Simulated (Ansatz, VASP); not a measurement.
**Two plane-wave programs on HfC**

```
Hf C
1.0
     0.00000    2.30358    2.30358
     2.30358    0.00000    2.30358
     2.30358    2.30358    0.00000
Hf C
1 1
Direct
  0.00000 0.00000 0.00000
  0.50000 0.50000 0.50000
```

Alike in both runs: task single point; functional PBEsol; k mesh 16 × 16 × 16; occupations gaussian, width 0.1 eV; no spin polarisation.

|  | VASP | Ansatz |
| --- | --- | --- |
| version | VASP 6.6.1 | Ansatz 0.2.0 |
| potentials or method | VASP PAW PBE potentials, release 64 (Hf_pv, C), cutoff 600 eV | scalar-relativistic, plane waves, PAW |
| valence electrons in the cell | 14 | 30 |

```tsv
	VASP	Ansatz	Ansatz less VASP
gap on the k mesh at the Fermi level (eV)	none	none	-
pressure (GPa)	-0.4	0.0	+0.39
```

VASP's potentials were made for PBE, not for PBEsol, and Ansatz warns of the same on its side. A gap of «none» marks a metal or a gap that the smearing closes. With one functional, cell and mesh, what is left measures potentials, basis and numerics. VASP's potentials hold 14 valence electrons a cell and Ansatz's 30, so a difference there can come from the potentials and not from the codes.

Neither program's run includes spin-orbit coupling.
